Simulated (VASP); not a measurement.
# Si (Fm-3m) in VASP: notebook

Si is run at these levels: PBE; tasks: single point, relaxation of cell and atoms.

Everything below comes from runs of VASP 6.6.1. Logs are shortened: lines on timing, memory, paths and dates and some standing lists are left out, and cuts for length are marked.

## (1) The cell of the first run

Symmetry: Fm-3m, No. 225, cubic system. Conventional cell: a = 3.835 Å, b = 3.835 Å, c = 3.835 Å, α = 90.00°, β = 90.00°, γ = 90.00°. Si (site symmetry m-3m) has 12 Si at 2.71 Å within 3.6 Å.

This isn't the form of Si at room conditions, which is diamond.

## (2) Single point, PBE

INCAR reads:

```
SYSTEM = Si
PREC = Accurate
ENCUT = 500
EDIFF = 1E-6
ISMEAR = -1
SIGMA = 0.1
LREAL = .False.
LASPH = .True.
NELM = 120
ALGO = Normal
ISIF = 2
LWAVE = .False.
LCHARG = .True.
GGA = PE
LELF = .True.
LVHAR = .True.
NBANDS = 8
GGA_COMPAT = .False.
```

KPOINTS reads:

```
Automatic mesh
0
Gamma
  17 17 17
  0 0 0
```

POSCAR reads:

```
Si
1.0
    0.0000000000      1.9174676394      1.9174676394
    1.9174676394      0.0000000000      1.9174676394
    1.9174676394      1.9174676394      0.0000000000
Si
1
Direct
    0.0000000000      0.0000000000      0.0000000000
```

Potentials or basis: VASP PAW PBE potentials, release 64 (Si).

Command:

```console
$ cat potpaw_PBE.64/Si/POTCAR > POTCAR
$ mpirun -np 1 vasp_std > vasp.out
```

OUTCAR:

```text
SYSTEM = Si
   PREC = Accurate
   ENCUT = 500
   EDIFF = 1E-6
   ISMEAR = -1
   LREAL = .False.
   LASPH = .True.
   NELM = 120
   ISIF = 2
   GGA = PE

 ion  position               nearest neighbor table
   1  0.000  0.000  0.000-

  LATTYP: Found a face centered cubic cell.
 ALAT       =     3.8349352788

  Lattice vectors:

 A1 = (   0.0000000000,   1.9174676394,   1.9174676394)
 A2 = (   1.9174676394,   0.0000000000,   1.9174676394)
 A3 = (   1.9174676394,   1.9174676394,   0.0000000000)

Analysis of symmetry for initial positions (statically):
=====================================================================
 Subroutine PRICEL returns:
 Original cell was already a primitive cell.

 Routine SETGRP: Setting up the symmetry group for a
 face centered cubic supercell.

 Subroutine GETGRP returns: Found 48 space group operations
 (whereof 48 operations were pure point group operations)
 out of a pool of 48 trial point group operations.

The static configuration has the point symmetry O_h .

Analysis of symmetry for dynamics (positions and initial velocities):
=====================================================================
 Subroutine PRICEL returns:
 Original cell was already a primitive cell.

 Routine SETGRP: Setting up the symmetry group for a
 face centered cubic supercell.

 Subroutine GETGRP returns: Found 48 space group operations
 (whereof 48 operations were pure point group operations)
 out of a pool of 48 trial point group operations.

The dynamic configuration has the point symmetry O_h .

 Subroutine INISYM returns: Found 48 space group operations
 (whereof 48 operations are pure point group operations),
 and found     1 'primitive' translations

----------------------------------------------------------------------------------------

                                     Primitive cell

  volume of cell :      14.0998

  direct lattice vectors                    reciprocal lattice vectors
     0.000000000  1.917467639  1.917467639    -0.260760594  0.260760594  0.260760594
     1.917467639  0.000000000  1.917467639     0.260760594 -0.260760594  0.260760594
     1.917467639  1.917467639  0.000000000     0.260760594  0.260760594 -0.260760594

  length of vectors
     2.711708741  2.711708741  2.711708741     0.451650597  0.451650597  0.451650597

  position of ions in fractional coordinates (direct lattice)
     0.000000000  0.000000000  0.000000000

  ion indices of the primitive-cell ions
   primitive index   ion index
                 1           1

----------------------------------------------------------------------------------------

 KPOINTS: Automatic mesh

Automatic generation of k-mesh.
 Grid dimensions read from file:
 generate k-points for:   17   17   17

 Generating k-lattice:

  Cartesian coordinates                     Fractional coordinates (reciprocal lattice)
    -0.015338858  0.015338858  0.015338858     0.058823529  0.000000000  0.000000000
     0.015338858 -0.015338858  0.015338858     0.000000000  0.058823529  0.000000000
     0.015338858  0.015338858 -0.015338858     0.000000000  0.000000000  0.058823529

  Length of vectors
     0.026567682  0.026567682  0.026567682

  Shift w.r.t. Gamma in fractional coordinates (k-lattice)
     0.000000000  0.000000000  0.000000000

 Subroutine IBZKPT returns following result:
 ===========================================

 Found    165 irreducible k-points:

 Following reciprocal coordinates:
            Coordinates               Weight
  0.000000  0.000000  0.000000      1.000000
  0.058824  0.000000  0.000000      8.000000
  0.117647  0.000000  0.000000      8.000000
  0.176471  0.000000  0.000000      8.000000
  0.235294  0.000000  0.000000      8.000000
  0.294118  0.000000  0.000000      8.000000
[... 16 lines left out ...]
 -0.176471  0.058824  0.000000     24.000000
 -0.117647  0.058824  0.000000     24.000000
 [... further k-points ...]
   k-points           NKPTS =    165   k-points in BZ     NKDIM =    165   number of bands    NBANDS=      8
   number of dos      NEDOS =    301   number of ions     NIONS =      1
   total plane-waves  NPLWV =   8000
   dimension x,y,z NGX =    20 NGY =   20 NGZ =   20
   dimension x,y,z NGXF=    40 NGYF=   40 NGZF=   40
   ions per type =               1
   NGX,Y,Z   is equivalent  to a cutoff of  12.26, 12.26, 12.26 a.u.
   NGXF,Y,Z  is equivalent  to a cutoff of  24.52, 24.52, 24.52 a.u.
 SYSTEM =  Si
   PREC   = accura    normal or accurate (medium, high low for compatibility)
   ISTART =      0    job   : 0-new  1-cont  2-samecut
   ICHARG =      2    charge: 1-file 2-atom 10-const
   ISPIN  =      1    spin polarized calculation?
   LNONCOLLINEAR =      F non collinear calculations
   LSORBIT =      F    spin-orbit coupling
   LASPH  =      T    aspherical Exc in radial PAW
   ENCUT  =  500.0 eV  36.75 Ry    6.06 a.u.   4.94  4.94  4.94*2*pi/ulx,y,z
   NELM   =    120;   NELMIN=  2; NELMDL= -5     # of ELM steps
   EDIFF  = 0.1E-05   stopping-criterion for ELM
   LREAL  =      F    real-space projection
   EDIFFG = 0.1E-04   stopping-criterion for IOM
   NSW    =      0    number of steps for IOM
   IBRION =     -1    ionic relax: 0-MD 1-quasi-New 2-CG
   NFREE  =      0    steps in history (QN), initial steepest desc. (CG)
   ISIF   =      2    stress and relaxation
   ISYM   =      2    0-nonsym 1-usesym 2-fastsym
   POTIM  = 0.5000    time-step for ionic-motion
   TEBEG  =    0.0;   TEEND  =   0.0 temperature during run
   PSTRESS=    0.0 pullay stress
   NELECT =       4.0000    total number of electrons
   NUPDOWN=      -1.0000    fix difference up-down
   EMIN   =  10.00;   EMAX   =-10.00  energy-range for DOS
   EFERMI =   0.00;   METHOD = LEGACY
   ISMEAR =    -1;   SIGMA  =   0.10  broadening in eV -4-tet -1-fermi 0-gaus
   EFERMI_NEDOS =   21; number of points for ismear=-14 and -15
   IALGO  =     38    algorithm
   IMIX   =      4    mixing-type and parameters
     AMIX     =   0.40;   BMIX     =  1.00
     AMIX_MAG =   1.60;   BMIX_MAG =  1.00
  volume/ion in A,a.u.               =      14.10        95.15
  Fermi-wavevector in a.u.,A,eV,Ry     =   1.075697  2.032773 15.743640  1.157125
  Thomas-Fermi vector in A             =   2.211561
   LORBIT       =      0    0 simple, 1 ext, 2 COOP (PROOUT), +10 PAW based schemes
   GGA     = PE    functional components
   LHFCALC =     F    Hartree Fock is set to
   AEXX    =    0.0000 exact exchange contribution
   IVDW    =     0    specifies the selected vdW correction
   LEPSILON=     F    determine dielectric tensor
   LRPA    =     F    only Hartree local field effects (RPA)
 non-spin polarized calculation
  energy-cutoff  :      500.00
  volume of cell :       14.10
 maximum number of plane-waves:       369
   NGX =  9   NGY =  9   NGZ =  9

 number of electron       4.0000000 magnetization

 Free energy of the ion-electron system (eV)
  ---------------------------------------------------
  ext. energy  EPLUGINS =         0.00000000
  ---------------------------------------------------
  free energy    TOTEN  =        -4.88993835 eV

  energy without entropy =       -4.87434987  energy(sigma->0) =       -4.88214411

 E-fermi :  10.5609     XC(G=0): -11.3005

 val. band max:       10.4917000527   @ k =   0.4118   0.3529   0.0000
 cond. band min:      10.6313454005   @ k =  -0.2941   0.4118   0.1765
 fundamental gap:      0.1396453479
 Fermi energy:        10.5609319847

 k-point     1 :       0.0000    0.0000    0.0000
  band No.  band energies     occupation
      1      -4.1803      2.00000
      2      21.9736      0.00000
      3      21.9736      0.00000
      4      21.9736      0.00000
      5      22.5451      0.00000
      6      22.5451      0.00000
      7      22.5451      0.00000
      8      27.9401      0.00000

 k-point     2 :       0.0588    0.0000    0.0000
  band No.  band energies     occupation
      1      -4.0777      2.00000
      2      20.0094      0.00000
      3      21.3213      0.00000
      4      21.3213      0.00000
      5      23.3264      0.00000
      6      23.3264      0.00000
      7      23.6196      0.00000
      8      28.7834      0.00000

 k-point     3 :       0.1176    0.0000    0.0000
  band No.  band energies     occupation
      1      -3.7702      2.00000
      2      17.4806      0.00000
      3      20.6009      0.00000
      4      20.6009      0.00000
      5      23.9915      0.00000
      6      24.3552      0.00000
      7      24.3552      0.00000
      8      28.0519      0.00000

 k-point     4 :       0.1765    0.0000    0.0000
  band No.  band energies     occupation
      1      -3.2588      2.00000
      2      14.9212      0.00000
      3      20.0312      0.00000
      4      20.0312      0.00000
      5      23.9757      0.00000
      6      24.9171      0.00000
      7      24.9171      0.00000
      8      27.6036      0.00000

 k-point     5 :       0.2353    0.0000    0.0000
  band No.  band energies     occupation
      1      -2.5452      2.00000
      2      12.4424      0.00000
      3      19.6224      0.00000
      4      19.6224      0.00000
      5      23.8824      0.00000
      6      24.3620      0.00000
      7      24.3620      0.00000
      8      28.4942      0.00000
[... 177 lines left out ...]
 k-point    22 :      -0.2353    0.0588    0.0000
  band No.  band energies     occupation
      1      -2.1724      2.00000
      2      11.7216      0.00002
      3      17.7400      0.00000
      4      20.5797      0.00000
      5      23.2190      0.00000
      6      24.4292      0.00000
      7      24.5398      0.00000
      8      27.7444      0.00000

 k-point    23 :      -0.1765    0.0588    0.0000
  band No.  band energies     occupation
      1      -2.9526      2.00000
      2      14.1544      0.00000
      3      18.0742      0.00000
      4      21.0418      0.00000
      5      23.9024      0.00000
      6      24.4567      0.00000
      7      25.4753      0.00000
      8      26.5465      0.00000

 k-point    24 :      -0.1176    0.0588    0.0000
  band No.  band energies     occupation
      1      -3.5314      2.00000
      2      16.6769      0.00000
      3      18.5810      0.00000
      4      21.5936      0.00000
      5      23.5984      0.00000
      6      24.3888      0.00000
      7      25.5813      0.00000
      8      26.7042      0.00000

 [... further k-points ...]

------------------------ aborting loop because EDIFF is reached ----------------------------------------

  FORCE on cell =-STRESS in cart. coord.  units (eV):
  Direction    XX          YY          ZZ          XY          YZ          ZX
  --------------------------------------------------------------------------------------
  -------------------------------------------------------------------------------------
  Total        0.2072606      0.2072606      0.2072606      0.0000000      0.0000000      0.0000000
  in kB       23.5512048     23.5512048     23.5512048      0.0000000      0.0000000      0.0000000
  external PRESSURE =      23.5512048 kB  Pullay stress =       0.0000000 kB

 VOLUME and BASIS-vectors are now :
 -----------------------------------------------------------------------------
  energy-cutoff  :      500.00
  volume of cell :       14.10
      direct lattice vectors                 reciprocal lattice vectors
     0.000000000  1.917467639  1.917467639    -0.260760594  0.260760594  0.260760594
     1.917467639  0.000000000  1.917467639     0.260760594 -0.260760594  0.260760594
     1.917467639  1.917467639  0.000000000     0.260760594  0.260760594 -0.260760594

 POSITION                                       TOTAL-FORCE (eV/Angst)
 -----------------------------------------------------------------------------------
      0.00000      0.00000      0.00000        -0.000000      0.000000     -0.000000
 -----------------------------------------------------------------------------------
    total drift:                                0.000000      0.000000     -0.000000

  FREE ENERGIE OF THE ION-ELECTRON SYSTEM (eV)
  ---------------------------------------------------
  free  energy   TOTEN  =        -4.8899383493 eV

  energy  without entropy=       -4.8743498671  energy(sigma->0) =       -4.88214411
```

Wall time 9.2 s (1 thread of Intel Xeon Platinum 8559C (Emerald Rapids), shared host); peak memory 0.12 GiB.

What came out:

```yaml
Free_energy: -4.8899 eV
Pressure: 2.4 GPa
Band_gap_on_the_k_mesh: zero (bands 2 and 3 overlap by 14.52 eV)
```

## (3) Single point, PBE

INCAR reads:

```
  PREC = Accurate
  ENCUT = 500
  EDIFF = 1E-6
  ISMEAR = -1
  SIGMA = 0.1
  LREAL = F
  LASPH = T
  NELM = 120
  ALGO = Normal
  ISIF = 2
  LWAVE = F
  LCHARG = T
  GGA = PE
  LELF = T
  LVHAR = T
  NBANDS = 8
  GGA_COMPAT = F
```

KPOINTS reads:

```
Automatic mesh
0
Gamma
  17 17 17
```

POSCAR reads:

```
Si
1.0
    0.0000000000      1.9176086862      1.9176086862
    1.9176086862      0.0000000000      1.9176086862
    1.9176086862      1.9176086862      0.0000000000
Si
1
Direct
    0.0000000000      0.0000000000      0.0000000000
```

Potentials or basis: VASP PAW PBE potentials, release 64 (Si).

Command:

```console
$ cat potpaw_PBE.64/Si/POTCAR > POTCAR
$ mpirun -np 1 vasp_std > vasp.out
```

OUTCAR:

```text
PREC = Accurate
   ENCUT = 500
   EDIFF = 1E-6
   ISMEAR = -1
   LREAL = F
   LASPH = T
   NELM = 120
   ISIF = 2
   GGA = PE

 ion  position               nearest neighbor table
   1  0.000  0.000  0.000-

  LATTYP: Found a face centered cubic cell.
 ALAT       =     3.8352173724

  Lattice vectors:

 A1 = (   0.0000000000,   1.9176086862,   1.9176086862)
 A2 = (   1.9176086862,   0.0000000000,   1.9176086862)
 A3 = (   1.9176086862,   1.9176086862,   0.0000000000)

[... 440 lines left out ...]
      8      26.6997      0.00000

 [... further k-points ...]

------------------------ aborting loop because EDIFF is reached ----------------------------------------

  FORCE on cell =-STRESS in cart. coord.  units (eV):
  Direction    XX          YY          ZZ          XY          YZ          ZX
  --------------------------------------------------------------------------------------
  -------------------------------------------------------------------------------------
  Total        0.2055529      0.2055529      0.2055529     -0.0000000     -0.0000000      0.0000000
  in kB       23.3520120     23.3520120     23.3520120     -0.0000000     -0.0000000      0.0000000
  external PRESSURE =      23.3520120 kB  Pullay stress =       0.0000000 kB

 VOLUME and BASIS-vectors are now :
 -----------------------------------------------------------------------------
  energy-cutoff  :      500.00
  volume of cell :       14.10
      direct lattice vectors                 reciprocal lattice vectors
     0.000000000  1.917608686  1.917608686    -0.260741414  0.260741414  0.260741414
     1.917608686  0.000000000  1.917608686     0.260741414 -0.260741414  0.260741414
     1.917608686  1.917608686  0.000000000     0.260741414  0.260741414 -0.260741414

 POSITION                                       TOTAL-FORCE (eV/Angst)
 -----------------------------------------------------------------------------------
      0.00000      0.00000      0.00000        -0.000000      0.000000      0.000000
 -----------------------------------------------------------------------------------
    total drift:                                0.000000      0.000000     -0.000000

  FREE ENERGIE OF THE ION-ELECTRON SYSTEM (eV)
  ---------------------------------------------------
  free  energy   TOTEN  =        -4.8899838685 eV

  energy  without entropy=       -4.8743929315  energy(sigma->0) =       -4.88218840
```

OSZICAR:

```text
N       E                     dE             d eps       ncg     rms          rms(c)
DAV:   1    -0.261978865752E+01   -0.26198E+01   -0.17921E+03  2912   0.371E+02
DAV:   2    -0.489939406102E+01   -0.22796E+01   -0.21420E+01  4016   0.288E+01
DAV:   3    -0.491117526518E+01   -0.11781E-01   -0.11759E-01  3080   0.213E+00
DAV:   4    -0.491118438389E+01   -0.91187E-05   -0.91168E-05  4304   0.659E-02
DAV:   5    -0.491118438615E+01   -0.22551E-08   -0.25060E-08  3096   0.606E-04    0.279E+00
DAV:   6    -0.489774028661E+01    0.13444E-01   -0.38806E-03  3032   0.275E-01    0.154E+00
DAV:   7    -0.489002177419E+01    0.77185E-02   -0.78404E-03  3168   0.390E-01    0.134E-01
DAV:   8    -0.488998359713E+01    0.38177E-04   -0.26612E-05  4000   0.420E-02    0.141E-02
DAV:   9    -0.488998386853E+01   -0.27140E-06   -0.36310E-07  3376   0.344E-03
   1 F= -.48899839E+01 E0= -.48821884E+01  d E =-.155909E-01
```

It took 10 s on 1 thread of Intel Xeon Platinum 8559C (Emerald Rapids), shared host; peak memory 0.12 GiB.

What came out:

```yaml
Free_energy: -4.8900 eV
Pressure: 2.3 GPa
Band_gap_on_the_k_mesh: zero (bands 2 and 3 overlap by 14.51 eV)
```

Levels at points of the mesh, in eV from the Fermi level:
```tsv
k point	band 1	band 2	band 3	band 4	band 5	band 6	band 7
(0.00, 0.00, 0.00)	-14.74	11.41	11.41	11.41	11.98	11.98	11.98
```

## (4) Relaxation of cell and atoms, PBE, target pressure 2.4 GPa, at which the enthalpy is minimised

INCAR reads:

```
SYSTEM = Si
  PREC = Accurate
  ENCUT = 500
  EDIFF = 1E-7
  ISMEAR = -1
  SIGMA = 0.1
  LREAL = .False.
  LASPH = .True.
  NELM = 120
  ALGO = Normal
  ISIF = 3
  LWAVE = .False.
  LCHARG = .False.
  GGA = PE
  IBRION = 2
  NSW = 60
  EDIFFG = -0.005
  PSTRESS = 24.0
  GGA_COMPAT = .False.
  NELMIN = 4
```

KPOINTS reads:

```
regular mesh
0
Gamma
  17 17 17
  0 0 0
```

POSCAR reads:

```
Si
1.0
    0.0000000000      1.9176098374      1.9176098374
    1.9176098374      0.0000000000      1.9176098374
    1.9176098374      1.9176098374      0.0000000000
Si
1
Direct
    0.0000000000      0.0000000000      0.0000000000
```

Command:

```console
$ cat potpaw_PBE.64/Si/POTCAR > POTCAR
$ mpirun -np 1 vasp_std > vasp.out
```

Wall time 9.6 s (1 thread of Intel Xeon Platinum 8559C (Emerald Rapids), shared host); peak memory 0.12 GiB.

Results (log left out):

```yaml
Free_energy: -4.8898 eV
Relaxed_volume: 14.09 Å³/atom
Relaxed_cell: a = 2.711 Å, b = 2.711 Å, c = 2.711 Å, α = 60.00°, β = 60.00°, γ = 60.00°
Space_group_after_relaxing_to_0.1_Å: Fm-3m (No. 225)
Energy_change_on_relaxing_the_run_minimises_the_enthalpy: +0.2 meV/atom
Ionic_steps: 2
Pressure_after_relaxing: 2.4 GPa
Band_gap_on_the_k_mesh: zero (bands 2 and 3 overlap by 14.53 eV)
```

Step by step:
```
step  energy change (eV)  largest force (eV/Å)  pressure (GPa)  volume (Å³)
   1              0.0000                0.0000            2.34        14.10
   2              0.0002                0.0000            2.41        14.09
```

Final structure:
```yaml
crystal:
  lattice:
    - [0.00000, 1.91709, 1.91709]
    - [1.91709, 0.00000, 1.91709]
    - [1.91709, 1.91709, 0.00000]
  atoms:
    - { symbol: Si, position: [0.00000, 0.00000, 0.00000] }
```

Levels at points of the mesh, in eV from the Fermi level:
| k point | band 1 | band 2 | band 3 | band 4 | band 5 | band 6 |
| --- | --- | --- | --- | --- | --- | --- |
| (0.00, 0.00, 0.00) | -14.75 | 11.42 | 11.42 | 11.42 | 11.99 | 11.99 |

Caveat: the cell is relaxed towards a set pressure, so the run minimises the enthalpy, not the energy.

[end of part 1 of 2]
